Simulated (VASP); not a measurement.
# V3Br (I4/mmm) in VASP: further runs

Runs on V3Br. Level: PBE. Tasks: single point, relaxation of cell and atoms.

Everything below comes from runs of VASP 6.6.1. Logs are shortened: lines on timing, memory, paths and dates and some standing lists are left out, and cuts for length are marked.

## (1) The cell of the first run

It takes space group I4/mmm (No. 139, tetragonal). Conventional cell: a = 3.549 Å, b = 3.549 Å, c = 9.122 Å, α = 90.00°, β = 90.00°, γ = 90.00°. V (site symmetry 4/mmm) has 4 Br at 2.51 Å and 8 V at 2.89 Å within 3.3 Å. V (site symmetry -4m2) has 8 V at 2.51 to 2.89 Å and 4 Br at 2.89 Å within 3.3 Å. Br (site symmetry 4/mmm) has 12 V at 2.51 to 2.89 Å within 3.3 Å.

## (2) Single point, PBE

The input, INCAR:

```
  PREC = Accurate
  ENCUT = 520
  EDIFF = 1E-6
  ISMEAR = 0
  SIGMA = 0.1
  LREAL = F
  LASPH = T
  NELM = 80
  ALGO = Normal
  ISIF = 2
  LWAVE = F
  LCHARG = T
  GGA = PE
  LELF = T
  LVHAR = T
  NBANDS = 31
```

The input, KPOINTS:

```
regular mesh
0
Gamma
  6 6 6
```

The input, POSCAR:

```
V3Br
1.0
   -1.7747149498      1.7747149498      4.5612294502
    1.7747149498     -1.7747149498      4.5612294502
    1.7747149498      1.7747149498     -4.5612294502
V Br
3 1
Direct
    0.5000000000      0.5000000000      0.0000000000
    0.2500000000      0.7500000000      0.5000000000
    0.7500000000      0.2500000000      0.5000000000
    0.0000000000      0.0000000000      0.0000000000
```

Potentials or basis: VASP PAW PBE potentials, release 64 (V_sv, Br).

Started as:

```sh
> cat potpaw_PBE.64/V_sv/POTCAR potpaw_PBE.64/Br/POTCAR > POTCAR
> mpirun -np 1 vasp_std > vasp.out
```

OUTCAR:

```text
PREC = Accurate
   ENCUT = 520
   EDIFF = 1E-6
   ISMEAR = 0
   LREAL = F
   LASPH = T
   NELM = 80
   ISIF = 2
   GGA = PE

 ion  position               nearest neighbor table
   1  0.500  0.500  0.000-   4 2.51   4 2.51   4 2.51   4 2.51   3 2.89   2 2.89   3 2.89   2 2.89
                             2 2.89   2 2.89   3 2.89   3 2.89
   2  0.250  0.750  0.500-   3 2.51   3 2.51   3 2.51   3 2.51   1 2.89   1 2.89   1 2.89   1 2.89

   3  0.750  0.250  0.500-   2 2.51   2 2.51   2 2.51   2 2.51   1 2.89   1 2.89   1 2.89   1 2.89

   4  0.000  0.000  0.000-   1 2.51   1 2.51   1 2.51   1 2.51

  LATTYP: Found a body centered tetragonal cell.
 ALAT       =     3.5494298996
 C/A-ratio  =     2.5701194723

  Lattice vectors:

 A1 = (  -1.7747149498,   1.7747149498,   4.5612294502)
 A2 = (   1.7747149498,  -1.7747149498,   4.5612294502)
 A3 = (   1.7747149498,   1.7747149498,  -4.5612294502)

Analysis of symmetry for initial positions (statically):
=====================================================================
 Subroutine PRICEL returns:
 Original cell was already a primitive cell.

 Routine SETGRP: Setting up the symmetry group for a
 body centered tetragonal supercell.

 Subroutine GETGRP returns: Found 16 space group operations
 (whereof 16 operations were pure point group operations)
 out of a pool of 16 trial point group operations.

The static configuration has the point symmetry D_4h.

Analysis of symmetry for dynamics (positions and initial velocities):
=====================================================================
 Subroutine PRICEL returns:
 Original cell was already a primitive cell.

 Routine SETGRP: Setting up the symmetry group for a
 body centered tetragonal supercell.

 Subroutine GETGRP returns: Found 16 space group operations
 (whereof 16 operations were pure point group operations)
 out of a pool of 16 trial point group operations.

The dynamic configuration has the point symmetry D_4h.

 Subroutine INISYM returns: Found 16 space group operations
 (whereof 16 operations are pure point group operations),
 and found     1 'primitive' translations

----------------------------------------------------------------------------------------

                                     Primitive cell

  volume of cell :      57.4644

  direct lattice vectors                    reciprocal lattice vectors
    -1.774714950  1.774714950  4.561229450     0.000000000  0.281735385  0.109619568
     1.774714950 -1.774714950  4.561229450     0.281735385  0.000000000  0.109619568
     1.774714950  1.774714950 -4.561229450     0.281735385  0.281735385  0.000000000

  length of vectors
     5.206154089  5.206154089  5.206154089     0.302309902  0.302309902  0.398434003

  position of ions in fractional coordinates (direct lattice)
     0.500000000  0.500000000  0.000000000
     0.250000000  0.750000000  0.500000000
     0.750000000  0.250000000  0.500000000
     0.000000000  0.000000000  0.000000000

  ion indices of the primitive-cell ions
   primitive index   ion index
                 1           1
                 2           2
                 3           3
                 4           4

----------------------------------------------------------------------------------------

 KPOINTS: regular mesh

Automatic generation of k-mesh.
 Grid dimensions read from file:
 generate k-points for:    6    6    6

 Generating k-lattice:

  Cartesian coordinates                     Fractional coordinates (reciprocal lattice)
     0.000000000  0.046955898  0.018269928     0.166666667 -0.000000000  0.000000000
     0.046955898  0.000000000  0.018269928    -0.000000000  0.166666667  0.000000000
     0.046955898  0.046955898  0.000000000     0.000000000  0.000000000  0.166666667

  Length of vectors
     0.050384984  0.050384984  0.066405667

  Shift w.r.t. Gamma in fractional coordinates (k-lattice)
     0.000000000  0.000000000  0.000000000

 Subroutine IBZKPT returns following result:
 ===========================================

 Found     30 irreducible k-points:

 Following reciprocal coordinates:
            Coordinates               Weight
  0.000000  0.000000  0.000000      1.000000
  0.166667  0.000000 -0.000000      8.000000
  0.333333  0.000000 -0.000000      8.000000
  0.500000  0.000000 -0.000000      4.000000
  0.166667  0.166667 -0.000000      8.000000
  0.333333  0.166667 -0.000000     16.000000
[... 16 lines left out ...]
 -0.333333 -0.333333  0.166667      8.000000
 -0.166667 -0.333333  0.166667      8.000000
 [... further k-points ...]
   k-points           NKPTS =     30   k-points in BZ     NKDIM =     30   number of bands    NBANDS=     31
   number of dos      NEDOS =    301   number of ions     NIONS =      4
   total plane-waves  NPLWV =  64000
   dimension x,y,z NGX =    40 NGY =   40 NGZ =   40
   dimension x,y,z NGXF=    80 NGYF=   80 NGZF=   80
   ions per type =               3   1
   NGX,Y,Z   is equivalent  to a cutoff of  12.77, 12.77, 12.77 a.u.
   NGXF,Y,Z  is equivalent  to a cutoff of  25.55, 25.55, 25.55 a.u.
 SYSTEM =  unknown system
   PREC   = accura    normal or accurate (medium, high low for compatibility)
   ISTART =      0    job   : 0-new  1-cont  2-samecut
   ICHARG =      2    charge: 1-file 2-atom 10-const
   ISPIN  =      1    spin polarized calculation?
   LNONCOLLINEAR =      F non collinear calculations
   LSORBIT =      F    spin-orbit coupling
   LASPH  =      T    aspherical Exc in radial PAW
   ENCUT  =  520.0 eV  38.22 Ry    6.18 a.u.   9.68  9.68  9.68*2*pi/ulx,y,z
   NELM   =     80;   NELMIN=  2; NELMDL= -5     # of ELM steps
   EDIFF  = 0.1E-05   stopping-criterion for ELM
   LREAL  =      F    real-space projection
   EDIFFG = 0.1E-04   stopping-criterion for IOM
   NSW    =      0    number of steps for IOM
   IBRION =     -1    ionic relax: 0-MD 1-quasi-New 2-CG
   NFREE  =      0    steps in history (QN), initial steepest desc. (CG)
   ISIF   =      2    stress and relaxation
   ISYM   =      2    0-nonsym 1-usesym 2-fastsym
   POTIM  = 0.5000    time-step for ionic-motion
   TEBEG  =    0.0;   TEEND  =   0.0 temperature during run
   PSTRESS=    0.0 pullay stress
   NELECT =      46.0000    total number of electrons
   NUPDOWN=      -1.0000    fix difference up-down
   EMIN   =  10.00;   EMAX   =-10.00  energy-range for DOS
   EFERMI =   0.00;   METHOD = LEGACY
   ISMEAR =     0;   SIGMA  =   0.10  broadening in eV -4-tet -1-fermi 0-gaus
   EFERMI_NEDOS =   21; number of points for ismear=-14 and -15
   IALGO  =     38    algorithm
   IMIX   =      4    mixing-type and parameters
     AMIX     =   0.40;   BMIX     =  1.00
     AMIX_MAG =   1.60;   BMIX_MAG =  1.00
  volume/ion in A,a.u.               =      14.37        96.95
  Fermi-wavevector in a.u.,A,eV,Ry     =   1.520061  2.872499 31.437431  2.310586
  Thomas-Fermi vector in A             =   2.628963
   LORBIT       =      0    0 simple, 1 ext, 2 COOP (PROOUT), +10 PAW based schemes
   GGA     = PE    functional components
   LHFCALC =     F    Hartree Fock is set to
   AEXX    =    0.0000 exact exchange contribution
   IVDW    =     0    specifies the selected vdW correction
   LEPSILON=     F    determine dielectric tensor
   LRPA    =     F    only Hartree local field effects (RPA)
 non-spin polarized calculation
 Gauss-broadening in eV      SIGMA  =   0.10
  energy-cutoff  :      520.00
  volume of cell :       57.46
 maximum number of plane-waves:      1573
   NGX = 19   NGY = 19   NGZ = 19

 number of electron      46.0000006 magnetization

 Free energy of the ion-electron system (eV)
  ---------------------------------------------------
  ext. energy  EPLUGINS =         0.00000000
  ---------------------------------------------------
  free energy    TOTEN  =       -26.22362451 eV

  energy without entropy =      -26.20077377  energy(sigma->0) =      -26.21219914

 E-fermi :  10.3677     XC(G=0): -12.4528

 val. band max:       10.3538320440   @ k =  -0.3333   0.5000   0.3333
 cond. band min:      10.3737343085   @ k =  -0.1667  -0.3333   0.1667
 fundamental gap:      0.0199022645
 Fermi energy:        10.3676612428

 k-point     1 :       0.0000    0.0000    0.0000
  band No.  band energies     occupation
      1     -53.8851      2.00000
      2     -53.6597      2.00000
      3     -53.4223      2.00000
      4     -27.9148      2.00000
      5     -27.9148      2.00000
      6     -27.7577      2.00000
[... 23 lines left out ...]
     30      12.2803      0.00000
     31      13.4606      0.00000

 k-point     2 :       0.1667    0.0000   -0.0000
  band No.  band energies     occupation
      1     -53.8832      2.00000
      2     -53.6447      2.00000
      3     -53.4385      2.00000
      4     -27.9307      2.00000
      5     -27.9147      2.00000
      6     -27.7477      2.00000
[... 23 lines left out ...]
     30      12.4015      0.00000
     31      13.1877      0.00000

 k-point     3 :       0.3333    0.0000   -0.0000
  band No.  band energies     occupation
      1     -53.8799      2.00000
      2     -53.6023      2.00000
      3     -53.4826      2.00000
      4     -27.9616      2.00000
      5     -27.9131      2.00000
      6     -27.6824      2.00000
[... 23 lines left out ...]
     30      12.4584      0.00000
     31      12.5448      0.00000

 k-point     4 :       0.5000    0.0000   -0.0000
  band No.  band energies     occupation
      1     -53.8784      2.00000
      2     -53.5433      2.00000
      3     -53.5424      2.00000
      4     -27.9769      2.00000
      5     -27.9119      2.00000
      6     -27.6188      2.00000
[... 635 lines left out ...]
     30      12.3868      0.00000
     31      12.4437      0.00000

 k-point    23 :      -0.3333   -0.3333    0.1667
  band No.  band energies     occupation
      1     -53.8795      2.00000
      2     -53.6337      2.00000
      3     -53.4523      2.00000
      4     -27.9494      2.00000
      5     -27.9312      2.00000
      6     -27.7680      2.00000
[... 23 lines left out ...]
     30      12.4584      0.00000
     31      12.9133      0.00000

 k-point    24 :      -0.1667   -0.3333    0.1667
  band No.  band energies     occupation
      1     -53.8813      2.00000
      2     -53.6466      2.00000
      3     -53.4385      2.00000
      4     -27.9391      2.00000
      5     -27.9227      2.00000
      6     -27.7162      2.00000
[... 23 lines left out ...]
     30      12.4158      0.00000
     31      13.1848      0.00000

 [... further k-points ...]

------------------------ aborting loop because EDIFF is reached ----------------------------------------

  FORCE on cell =-STRESS in cart. coord.  units (eV):
  Direction    XX          YY          ZZ          XY          YZ          ZX
  --------------------------------------------------------------------------------------
  -------------------------------------------------------------------------------------
  Total        0.1009797      0.1009797      0.0419747      0.0000000      0.0000000      0.0000000
  in kB        2.8154348      2.8154348      1.1703056      0.0000000      0.0000000      0.0000000
  external PRESSURE =       2.2670584 kB  Pullay stress =       0.0000000 kB

 VOLUME and BASIS-vectors are now :
 -----------------------------------------------------------------------------
  energy-cutoff  :      520.00
  volume of cell :       57.46
      direct lattice vectors                 reciprocal lattice vectors
    -1.774714950  1.774714950  4.561229450     0.000000000  0.281735385  0.109619568
     1.774714950 -1.774714950  4.561229450     0.281735385  0.000000000  0.109619568
     1.774714950  1.774714950 -4.561229450     0.281735385  0.281735385  0.000000000

 POSITION                                       TOTAL-FORCE (eV/Angst)
 -----------------------------------------------------------------------------------
      0.00000      0.00000      4.56123        -0.000000      0.000000      0.000000
      1.77471     -0.00000      2.28061         0.000000     -0.000000     -0.000000
     -0.00000      1.77471      2.28061        -0.000000     -0.000000      0.000000
      0.00000      0.00000      0.00000        -0.000000      0.000000      0.000000
 -----------------------------------------------------------------------------------
    total drift:                               -0.000000     -0.000000      0.000000

  FREE ENERGIE OF THE ION-ELECTRON SYSTEM (eV)
  ---------------------------------------------------
  free  energy   TOTEN  =       -26.2236245132 eV

  energy  without entropy=      -26.2007737689  energy(sigma->0) =      -26.21219914
```

Wall time 2.2 min (1 thread of Intel Xeon Platinum 8259CL at 2.50GHz (Skylake/Cascade Lake), shared host); peak memory 0.26 GiB.

What came out:

| Property | Result |
| --- | --- |
| Free energy | -26.2236 eV |
| Pressure | 0.2 GPa |
| Band gap on the k mesh | zero (bands 23 and 24 overlap by 0.89 eV) |

Stress tensor (GPa, compression positive):
```
0.28 0.00 0.00
0.00 0.28 0.00
0.00 0.00 0.12
```

Levels at points of the mesh, in eV from the Fermi level:
```
           k point  band 21  band 22  band 23  band 24  band 25  band 26
(0.00, 0.00, 0.00)    -1.11    -0.40    -0.37    -0.37     0.18     0.18
(0.50, 0.00, 0.00)    -0.34     0.03     0.11     0.13     0.17     0.50
(0.50, 0.50, 0.00)    -1.17    -0.95     0.15     0.56     0.69     0.98
(0.50, 0.50, 0.50)    -2.10    -1.89    -0.68     0.10     1.05     1.80
```

Caveat: the run has no spin polarisation, though such a crystal can be magnetic.

## (3) Relaxation of cell and atoms, PBE

This run uses another cell than the first one, of 17.16 Å³/atom.

The input, INCAR:

```
SYSTEM = V3Br
PREC = Accurate ; ENCUT = 600
EDIFF = 1E-6 ; ISMEAR = 0
SIGMA = 0.1 ; LREAL = .FALSE.
LASPH = .TRUE. ; NELM = 100
ALGO = Normal ; ISIF = 3
LWAVE = .FALSE. ; LCHARG = .FALSE.
GGA = PE ; IBRION = 2
NSW = 90 ; EDIFFG = -0.04
```

The input, KPOINTS:

```
Automatic mesh
0
G
  6 6 6
  0 0 0
```

The input, POSCAR:

```
V3Br
1.0
   -1.9731619123      1.9731619123      4.4075824535
    1.9731619123     -1.9731619123      4.4075824535
    1.9731619123      1.9731619123     -4.4075824535
V Br
3 1
Direct
    0.5000000000      0.5000000000      0.0000000000
    0.2500000000      0.7500000000      0.5000000000
    0.7500000000      0.2500000000      0.5000000000
    0.0000000000      0.0000000000      0.0000000000
```

Potentials or basis: VASP PAW PBE potentials, release 64 (V_sv, Br).

Started as:

```sh
> cat potpaw_PBE.64/V_sv/POTCAR potpaw_PBE.64/Br/POTCAR > POTCAR
> mpirun -np 1 vasp_std > vasp.out
```

It took 22 min on 1 thread of Intel Xeon Platinum 8259CL at 2.50GHz (Skylake/Cascade Lake), shared host; peak memory 0.31 GiB.

Results (log left out):

```
Free energy                           : -26.2314 eV
Relaxed volume                        : 14.39 Å³/atom
Relaxed cell                          : a = 5.204 Å, b = 5.204 Å, c = 5.204 Å, α = 140.08°, β = 140.08°, γ = 57.74°
Space group after relaxing (to 0.1 Å) : I4/mmm (No. 139)
Energy gained by relaxing             : 185.1 meV/atom
Ionic steps                           : 12
Pressure after relaxing               : -0.1 GPa
Band gap on the k mesh                : zero (bands 23 and 24 overlap by 0.89 eV)
```

Stress tensor (GPa, compression positive):
```
-0.10  0.00  0.00
 0.00 -0.10  0.00
 0.00  0.00  0.01
```

The path:
| step | energy change (eV) | largest force (eV/Å) | pressure (GPa) | volume (Å³) |
| --- | --- | --- | --- | --- |
| 1 | 0.0000 | 0.0000 | -15.01 | 68.64 |
| 2 | -0.5477 | 0.0000 | 8.94 | 53.87 |
| 3 | -0.6338 | 0.0000 | 0.38 | 57.24 |
| 4 | -0.6700 | 0.0000 | 0.49 | 57.11 |
| 5 | -0.7288 | 0.0000 | 1.99 | 56.57 |
| 6 | -0.3003 | 0.0000 | 12.14 | 54.89 |
| 7 | -0.7311 | 0.0000 | 2.27 | 56.49 |
| 8 | -0.7313 | 0.0000 | 2.61 | 56.40 |
| 9 | -0.7155 | 0.0000 | -3.33 | 59.29 |
| 10 | -0.7397 | 0.0000 | 0.24 | 57.47 |
| 11 | -0.7397 | 0.0000 | 0.30 | 57.44 |
| 12 | -0.7404 | 0.0000 | -0.06 | 57.55 |

Final structure:
```
CELL_PARAMETERS angstrom
-1.77676 1.77676 4.55755
1.77676 -1.77676 4.55755
1.77676 1.77676 -4.55755
ATOMIC_POSITIONS crystal
V 0.50000 0.50000 0.00000
V 0.25000 0.75000 0.50000
V 0.75000 0.25000 0.50000
Br 0.00000 0.00000 0.00000
```

Levels at points of the mesh, in eV from the Fermi level:
```
           k point  band 20  band 21  band 22  band 23  band 24  band 25  band 26  band 27
(0.00, 0.00, 0.00)    -2.10    -1.11    -0.39    -0.37    -0.37     0.19     1.01     1.12
(0.50, 0.00, 0.00)    -0.86    -0.33     0.02     0.11     0.13     0.17     0.50     1.10
(0.50, 0.50, 0.00)    -1.26    -1.16    -0.94     0.15     0.55     0.68     0.98     1.31
(0.50, 0.50, 0.50)    -2.10    -2.10    -1.88    -0.68     0.11     1.03     1.90     1.90
```

Caveat: the volume moved by over 15 % at a fixed basis, so the end points are rough; the run has no spin polarisation, though such a crystal can be magnetic.
